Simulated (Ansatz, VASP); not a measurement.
**SiNi in VASP and in Ansatz**

```xyz
4
Lattice="3.0266 0.0000 0.0000 0.0000 3.2735 0.0000 0.0000 0.0000 4.6978" Properties=species:S:1:pos:R:3 pbc="T T T"
Si    1.5133    1.6367    3.9569
Si    0.0000    0.0000    0.7408
Ni    1.5133    1.6367    1.6171
Ni    0.0000    0.0000    3.0807
```

Alike in both runs: task single point; functional PBE; k mesh 4 × 4 × 4; occupations gaussian, width 0.1 eV; no spin polarisation.

```csv
,VASP,Ansatz
version,VASP 6.6.1,Ansatz 0.2.0
potentials or method,"VASP PAW PBE potentials, release 64 (Si, Ni_sv_GW), cutoff 690 eV","scalar-relativistic, plane waves, PAW"
valence electrons in the cell,44,44
```

```tsv
	VASP	Ansatz	Ansatz less VASP
gap on the k mesh at the Fermi level (eV)	none	none	-
pressure (GPa)	0.5	1.0	+0.60
traceless stress, the component that is largest in VASP (GPa)	2.48	2.44	-0.033
rms of the force components (eV/Å)	0.076	0.073	-0.0033
```

Atom by atom the forces differ by 0.004 eV/Å (rms over components). A gap of «none» marks a metal or a gap that the smearing closes.

The k mesh is coarse, so the values compare programs but aren't converged.
